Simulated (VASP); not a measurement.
Set up this calculation in VASP 6.6.1, as the native input.

```
Task                               : single point
Functional                         : PBE-based screened hybrid with 50 % exact exchange
Potentials or basis                : VASP PAW PBE potentials, release 64 (K_sv, F)
Cutoff                             : 520 eV
k mesh                             : 5 × 5 × 5
Occupations                        : fermi-dirac, width 0.05 eV
Spin                               : no spin polarisation
Dipole correction                  : no
Grid for exact exchange (PRECFOCK) : Normal
Share of exact exchange            : 0.5
Further INCAR settings             : ALGO = Normal; EDIFF = 1e-06; NBANDS = 15
Screening parameter                : 0.20787 1/Å
```

KF:

```
K F
1.0
     0.00000    2.67185    2.67185
     2.67185    0.00000    2.67185
     2.67185    2.67185    0.00000
K F
1 1
Cartesian
  0.0000 0.0000 0.0000
  2.6719 2.6719 2.6719
```

These files were run (other wordings do the same):

POSCAR

```
KF
1.0
    0.0000000000      2.6718500000      2.6718500000
    2.6718500000      0.0000000000      2.6718500000
    2.6718500000      2.6718500000      0.0000000000
K F
1 1
Direct
    0.0000000000      0.0000000000      0.0000000000
    0.5000000000      0.5000000000      0.5000000000
```

INCAR.step1

```
ALGO = Normal
EDIFF = 1E-5
ENCUT = 520
GGA = PE
ISIF = 2
ISMEAR = -1
LASPH = True
LCHARG = False
LREAL = False
LWAVE = True
NBANDS = 15
NELM = 60
PREC = Accurate
SIGMA = 0.05
```

INCAR.step2

```
AEXX = 0.5
ALGO = Normal
EDIFF = 1E-6
ENCUT = 520
GGA = PE
HFSCREEN = 0.2078699
ISIF = 2
ISMEAR = -1
ISTART = 1
LASPH = True
LCHARG = False
LHFCALC = True
LREAL = False
LWAVE = False
NBANDS = 15
NELM = 60
PREC = Accurate
PRECFOCK = Normal
SIGMA = 0.05
```

KPOINTS

```
k-points
0
Gamma
  5 5 5
```

Potentials or basis: VASP PAW PBE potentials, release 64 (K_sv, F).

The run is started by

```bash
$ cat potpaw_PBE.64/K_sv/POTCAR potpaw_PBE.64/F/POTCAR > POTCAR
$ cp INCAR.step1 INCAR
$ mpirun -np 1 vasp_std > vasp.out
$ cp INCAR.step2 INCAR
$ mpirun -np 1 vasp_std > vasp.out
```

It gave:

```
Pressure               : -0.3 GPa
Band gap on the k mesh : 10.23 eV
```

Caveat: the PAW data sets were made with another functional, which shifts forces and pressure a little.

It took 5.5 min on 1 thread of Intel(R) Xeon(R) 6975P-C (Granite Rapids), with other jobs on the host, peak memory 0.27 GiB.
